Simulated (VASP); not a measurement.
MgF2: single point with r2SCAN

The system is MgF2.

```
CELL_PARAMETERS angstrom
4.62202 0.00000 0.00000
0.00000 4.62202 0.00000
0.00000 0.00000 3.07657
ATOMIC_POSITIONS crystal
Mg 0.00000 0.00000 0.00000
Mg 0.50000 0.50000 0.50000
F 0.30336 0.30336 0.00000
F 0.19664 0.80336 0.50000
F 0.80336 0.19664 0.50000
F 0.69664 0.69664 0.00000
```

This cell differs from its parent crystal: uniaxial z strain +1.0%.

```json
{"Program": "VASP 6.6.1", "Task": "single point", "Functional": "r2SCAN", "Potentials or basis": "VASP PAW PBE potentials, release 64 (Mg, F)", "Cutoff": "660 eV", "k mesh": "6 × 6 × 8", "Occupations": "gaussian, width 0.01 eV", "Spin": "no spin polarisation"}
```

```json
{
  "Pressure": "-2.5 GPa",
  "Largest force": "0.006 eV/Å",
  "Band gap on the k mesh": "7.95 eV"
}
```

Forces in eV/Å, atoms in the order of the input:
```
Mg   0.000  0.000  0.000
Mg   0.000  0.000  0.000
F    0.005  0.005  0.000
F   -0.005  0.005  0.000
F    0.005 -0.005  0.000
F   -0.005 -0.005  0.000
```

Stress tensor (GPa, compression positive):
```
-2.03  0.00  0.00
 0.00 -2.03  0.00
 0.00  0.00 -3.58
```

Levels at points of the mesh, in eV from the valence-band top:
```
           k point  band 14  band 15  band 16  band 17  band 18  band 19
(0.00, 0.00, 0.00)    -0.31    -0.31     0.00     7.95    13.18    13.18
(0.50, 0.00, 0.00)    -0.98    -0.37    -0.37    10.39    10.39    14.44
(0.50, 0.50, 0.00)    -0.92    -0.76    -0.76    12.15    12.15    12.22
(0.00, 0.00, 0.50)    -1.15    -0.85    -0.85    12.74    12.74    15.95
(0.50, 0.00, 0.50)    -0.72    -0.66    -0.66    13.69    13.69    14.43
(0.50, 0.50, 0.50)    -0.60    -0.47    -0.47    14.20    14.20    14.48
```

It took 4.7 min on 1 thread of Intel(R) Xeon(R) Platinum 8375C CPU @ 2.90GHz (Ice Lake) (shared host), peak memory 0.27 GiB.

Caveat: the cell differs from its parent crystal (uniaxial z strain +1.0%); the PAW data sets were made with another functional, which shifts forces and pressure a little. A k mesh can miss the band edges.
